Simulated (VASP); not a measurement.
**In: single point with PBE**

In:

```xyz
1
Lattice="-1.9327 1.9327 1.9327 1.9327 -1.9327 1.9327 1.9327 1.9327 -1.9327" Properties=species:S:1:pos:R:3 pbc="T T T"
In    0.0000    0.0000    0.0000
```

This isn't the form of In at room conditions, which is tetragonal.

```yaml
Program: VASP 6.6.1
Task: single point
Functional: PBE
Potentials_or_basis: VASP PAW PBE potentials, release 64 (In_d)
Cutoff: 520 eV
k_mesh: 40 × 40 × 40
Occupations: fermi-dirac, width 0.0612256 eV
Spin: no spin polarisation
Dipole_correction: no
Further_INCAR_settings: ALGO = Normal; EDIFF = 1e-06; NBANDS = 12
```

```json
{"Pressure": "-1.2 GPa", "Band gap on the k mesh": "zero (an odd number of electrons rules out a gap without spin polarisation)"}
```

Levels at points of the mesh, in eV from the Fermi level:
| k point | band 2 | band 3 | band 4 | band 5 | band 6 | band 7 | band 8 | band 9 | band 10 | band 11 |
| --- | --- | --- | --- | --- | --- | --- | --- | --- | --- | --- |
| (0.00, 0.00, 0.00) | -14.59 | -14.59 | -14.37 | -14.37 | -8.89 | 10.07 | 10.07 | 10.07 | 12.69 | 12.69 |
| (0.50, 0.00, 0.00) | -14.61 | -14.39 | -14.38 | -14.24 | -3.92 | -2.79 | 5.48 | 6.96 | 9.44 | 9.59 |
| (0.50, 0.50, 0.50) | -14.66 | -14.27 | -14.27 | -14.27 | 0.36 | 1.27 | 1.27 | 1.27 | 5.12 | 5.12 |

Run time: 6 min on 1 thread of Intel(R) Xeon(R) Platinum 8559C (Emerald Rapids) (shared host), peak memory 0.62 GiB.

Caveat: spin-orbit coupling is left out, which moves the levels of the heavy elements.
